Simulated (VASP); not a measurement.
# Cu (Fm-3m) in VASP: a series of runs, part 2 of 2

VASP 6.6.1. Earlier steps stand in the parts before.

### Step 3. Relaxation of cell and atoms, LDA

This run uses another cell than the first one, of 11.81 Å³/atom.

INCAR

```
ALGO = Normal
EDIFF = 1E-7
EDIFFG = -0.003
ENCUT = 600
GGA = CA
IBRION = 2
ISIF = 3
ISMEAR = 0
LASPH = T
LCHARG = F
LREAL = F
LWAVE = F
NELM = 60
NSW = 80
PREC = Accurate
SIGMA = 0.1
```

KPOINTS

```
k-points
0
Gamma
  26 26 26
```

POSCAR

```
Cu
1.0
    0.0000000000      1.8075000000      1.8075000000
    1.8075000000      0.0000000000      1.8075000000
    1.8075000000      1.8075000000      0.0000000000
Cu
1
Direct
    0.0030000000      0.0030000000      0.0030000000
```

Potentials or basis: VASP PAW LDA potentials, release 64 (Cu).

The run is started by

```sh
$ cat potpaw_LDA.64/Cu/POTCAR > POTCAR
$ mpirun -np 1 vasp_std > vasp.out
```

OUTCAR:

```text
EDIFF = 1E-7
   EDIFFG = -0.003
   ENCUT = 600
   GGA = CA
   IBRION = 2
   ISIF = 3
   ISMEAR = 0
   LASPH = T
   LREAL = F
   NELM = 60
   NSW = 80
   PREC = Accurate

 ion  position               nearest neighbor table
   1  0.003  0.003  0.003-

  LATTYP: Found a face centered cubic cell.
 ALAT       =     3.6150000000

  Lattice vectors:

 A1 = (   0.0000000000,   1.8075000000,   1.8075000000)
 A2 = (   1.8075000000,   0.0000000000,   1.8075000000)
 A3 = (   1.8075000000,   1.8075000000,   0.0000000000)

Analysis of symmetry for initial positions (statically):
=====================================================================
 Subroutine PRICEL returns:
 Original cell was already a primitive cell.

 Routine SETGRP: Setting up the symmetry group for a
 face centered cubic supercell.

 Subroutine GETGRP returns: Found 48 space group operations
 (whereof  6 operations were pure point group operations)
 out of a pool of 48 trial point group operations.

The static configuration has the point symmetry C_3v.
 The point group associated with its full space group is O_h .

Analysis of symmetry for dynamics (positions and initial velocities):
=====================================================================
 Subroutine PRICEL returns:
 Original cell was already a primitive cell.

 Routine SETGRP: Setting up the symmetry group for a
 face centered cubic supercell.

 Subroutine GETGRP returns: Found 48 space group operations
 (whereof  6 operations were pure point group operations)
 out of a pool of 48 trial point group operations.

The dynamic configuration has the point symmetry C_3v.
 The point group associated with its full space group is O_h .

 Subroutine INISYM returns: Found 48 space group operations
 (whereof  6 operations are pure point group operations),
 and found     1 'primitive' translations

----------------------------------------------------------------------------------------

                                     Primitive cell

  volume of cell :      11.8104

  direct lattice vectors                    reciprocal lattice vectors
     0.000000000  1.807500000  1.807500000    -0.276625173  0.276625173  0.276625173
     1.807500000  0.000000000  1.807500000     0.276625173 -0.276625173  0.276625173
     1.807500000  1.807500000  0.000000000     0.276625173  0.276625173 -0.276625173

  length of vectors
     2.556191014  2.556191014  2.556191014     0.479128854  0.479128854  0.479128854

  position of ions in fractional coordinates (direct lattice)
     0.003000000  0.003000000  0.003000000

  ion indices of the primitive-cell ions
   primitive index   ion index
                 1           1

----------------------------------------------------------------------------------------

 KPOINTS: k-points

Automatic generation of k-mesh.
 Grid dimensions read from file:
 generate k-points for:   26   26   26

 Generating k-lattice:

  Cartesian coordinates                     Fractional coordinates (reciprocal lattice)
[... 41 lines left out ...]
 [... further k-points ...]
   k-points           NKPTS =    511   k-points in BZ     NKDIM =    511   number of bands    NBANDS=      9
   number of dos      NEDOS =    301   number of ions     NIONS =      1
   total plane-waves  NPLWV =   8000
   dimension x,y,z NGX =    20 NGY =   20 NGZ =   20
   dimension x,y,z NGXF=    40 NGYF=   40 NGZF=   40
   ions per type =               1
   NGX,Y,Z   is equivalent  to a cutoff of  13.01, 13.01, 13.01 a.u.
   NGXF,Y,Z  is equivalent  to a cutoff of  26.01, 26.01, 26.01 a.u.
 SYSTEM =  unknown system
   PREC   = accura    normal or accurate (medium, high low for compatibility)
   ISTART =      0    job   : 0-new  1-cont  2-samecut
   ICHARG =      2    charge: 1-file 2-atom 10-const
   ISPIN  =      1    spin polarized calculation?
   LNONCOLLINEAR =      F non collinear calculations
   LSORBIT =      F    spin-orbit coupling
   LASPH  =      T    aspherical Exc in radial PAW
   ENCUT  =  600.0 eV  44.10 Ry    6.64 a.u.   5.11  5.11  5.11*2*pi/ulx,y,z
   NELM   =     60;   NELMIN=  2; NELMDL= -5     # of ELM steps
   EDIFF  = 0.1E-06   stopping-criterion for ELM
   LREAL  =      F    real-space projection
   EDIFFG = -.3E-02   stopping-criterion for IOM
   NSW    =     80    number of steps for IOM
   IBRION =      2    ionic relax: 0-MD 1-quasi-New 2-CG
   NFREE  =      1    steps in history (QN), initial steepest desc. (CG)
   ISIF   =      3    stress and relaxation
   ISYM   =      2    0-nonsym 1-usesym 2-fastsym
   POTIM  = 0.5000    time-step for ionic-motion
   TEBEG  =    0.0;   TEEND  =   0.0 temperature during run
   PSTRESS=    0.0 pullay stress
   NELECT =      11.0000    total number of electrons
   NUPDOWN=      -1.0000    fix difference up-down
   EMIN   =  10.00;   EMAX   =-10.00  energy-range for DOS
   EFERMI =   0.00;   METHOD = LEGACY
   ISMEAR =     0;   SIGMA  =   0.10  broadening in eV -4-tet -1-fermi 0-gaus
   EFERMI_NEDOS =   21; number of points for ismear=-14 and -15
   IALGO  =     38    algorithm
   IMIX   =      4    mixing-type and parameters
     AMIX     =   0.40;   BMIX     =  1.00
     AMIX_MAG =   1.60;   BMIX_MAG =  1.00
  volume/ion in A,a.u.               =      11.81        79.70
  Fermi-wavevector in a.u.,A,eV,Ry     =   1.598763  3.021224 34.777078  2.556043
  Thomas-Fermi vector in A             =   2.696162
   LORBIT       =      0    0 simple, 1 ext, 2 COOP (PROOUT), +10 PAW based schemes
   GGA     = CA    functional components
   LHFCALC =     F    Hartree Fock is set to
   AEXX    =    0.0000 exact exchange contribution
   IVDW    =     0    specifies the selected vdW correction
   LEPSILON=     F    determine dielectric tensor
   LRPA    =     F    only Hartree local field effects (RPA)
 conjugate gradient relaxation of ions
 non-spin polarized calculation
 Gauss-broadening in eV      SIGMA  =   0.10
  energy-cutoff  :      600.00
  volume of cell :       11.81
 maximum number of plane-waves:       411
   NGX = 11   NGY = 11   NGZ = 11

--------------------------------------- Ionic step        1  -------------------------------------------

 number of electron      11.0000002 magnetization

 Free energy of the ion-electron system (eV)
  ---------------------------------------------------
  ext. energy  EPLUGINS =         0.00000000
  ---------------------------------------------------
  free energy    TOTEN  =        -4.67507465 eV

  energy without entropy =       -4.67376708  energy(sigma->0) =       -4.67442086

------------------------ aborting loop because EDIFF is reached ----------------------------------------

  FORCE on cell =-STRESS in cart. coord.  units (eV):
  Direction    XX          YY          ZZ          XY          YZ          ZX
  --------------------------------------------------------------------------------------
  -------------------------------------------------------------------------------------
  Total       -0.8596206     -0.8596206     -0.8596206     -0.0000000     -0.0000000     -0.0000000
  in kB     -116.6144819   -116.6144819   -116.6144819     -0.0000000     -0.0000000     -0.0000000
  external PRESSURE =    -116.6144819 kB  Pullay stress =       0.0000000 kB
[... 162 lines left out ...]
--------------------------------------- Ionic step        6  -------------------------------------------

 number of electron      11.0000000 magnetization

 Free energy of the ion-electron system (eV)
  ---------------------------------------------------
  ext. energy  EPLUGINS =         0.00000000
  ---------------------------------------------------
  free energy    TOTEN  =        -4.70942223 eV

  energy without entropy =       -4.70807494  energy(sigma->0) =       -4.70874858

 E-fermi :   8.3514     XC(G=0): -13.5573

 val. band max:        8.3455354119   @ k =   0.4615   0.2308   0.0000
 cond. band min:       8.3692842406   @ k =   0.5000   0.3462   0.1538
 fundamental gap:      0.0237488287
 Fermi energy:         8.3514290629

 k-point     1 :       0.0000    0.0000    0.0000
  band No.  band energies     occupation
      1      -1.6073      2.00000
      2       5.0208      2.00000
      3       5.0208      2.00000
      4       5.0208      2.00000
      5       5.9641      2.00000
      6       5.9641      2.00000
      7      31.6270      0.00000
      8      34.7102      0.00000
      9      34.7102      0.00000
[... 265 lines left out ...]
 k-point    24 :       0.3846    0.0385    0.0000
  band No.  band energies     occupation
      1       2.3533      2.00000
      2       5.0475      2.00000
      3       5.0929      2.00000
      4       5.3363      2.00000
      5       6.4639      2.00000
      6       6.4731      2.00000
      7      15.8389      0.00000
      8      30.2203      0.00000
      9      30.5250      0.00000

 [... further k-points ...]
[... 5 lines left out ...]
  --------------------------------------------------------------------------------------
  -------------------------------------------------------------------------------------
  Total       -0.0014669     -0.0014669     -0.0014669      0.0000000      0.0000000      0.0000000
  in kB       -0.2148818     -0.2148818     -0.2148818      0.0000000      0.0000000      0.0000000
  external PRESSURE =      -0.2148818 kB  Pullay stress =       0.0000000 kB
[... 16 lines left out ...]
  FREE ENERGIE OF THE ION-ELECTRON SYSTEM (eV)
  ---------------------------------------------------
  free  energy   TOTEN  =        -4.7094222281 eV

  energy  without entropy=       -4.7080749362  energy(sigma->0) =       -4.70874858

 reached required accuracy - stopping structural energy minimisation
```

OSZICAR:

```text
N       E                     dE             d eps       ncg     rms          rms(c)
DAV:   1     0.381659079685E+02    0.38166E+02   -0.61768E+03  9480   0.231E+03
DAV:   2    -0.516586467240E+01   -0.43332E+02   -0.41337E+02  9260   0.206E+02
[... 44 lines left out ...]
   5 F= -.47094203E+01 E0= -.47087464E+01  d E =-.653074E-05
       N       E                     dE             d eps       ncg     rms          rms(c)
DAV:   1    -0.470948055435E+01   -0.60296E-04   -0.11465E-03  9654   0.926E-01    0.626E-02
DAV:   2    -0.470944062574E+01    0.39929E-04   -0.84395E-04  9637   0.705E-01    0.237E-02
DAV:   3    -0.470942387368E+01    0.16752E-04   -0.12769E-04  9551   0.282E-01    0.886E-03
DAV:   4    -0.470942222687E+01    0.16468E-05   -0.20572E-06 12398   0.196E-02    0.342E-04
DAV:   5    -0.470942222811E+01   -0.12410E-08   -0.78617E-09  5016   0.123E-03
   6 F= -.47094222E+01 E0= -.47087486E+01  d E =-.848395E-05
```

Wall time 3.9 min (1 thread of AMD EPYC 7R13, shared host); peak memory 0.16 GiB.

Results:

```
Free energy                           : -4.7094 eV
Relaxed volume                        : 10.94 Å³/atom
Relaxed cell                          : a = 2.492 Å, b = 2.492 Å, c = 2.492 Å, α = 60.00°, β = 60.00°, γ = 60.00°
Space group after relaxing (to 0.1 Å) : Fm-3m (No. 225)
Energy gained by relaxing             : 34.3 meV/atom
Ionic steps                           : 6
Pressure after relaxing               : 0.0 GPa
Band gap on the k mesh                : zero (an odd number of electrons rules out a gap without spin polarisation)
```

The path:
```tsv
step	energy change (eV)	largest force (eV/Å)	pressure (GPa)	volume (Å³)
1	0.0000	0.0000	-11.66	11.81
2	-0.0177	0.0000	10.44	10.40
3	-0.0343	0.0000	-0.06	10.94
4	-0.0343	0.0000	0.19	10.92
5	-0.0343	0.0000	-0.07	10.94
6	-0.0343	0.0000	-0.02	10.94
```

Final structure:
```yaml
crystal:
  lattice:
    - [0.00000, 1.76183, 1.76183]
    - [1.76183, 0.00000, 1.76183]
    - [1.76183, 1.76183, 0.00000]
  atoms:
    - { symbol: Cu, position: [0.00300, 0.00300, 0.00300] }
```
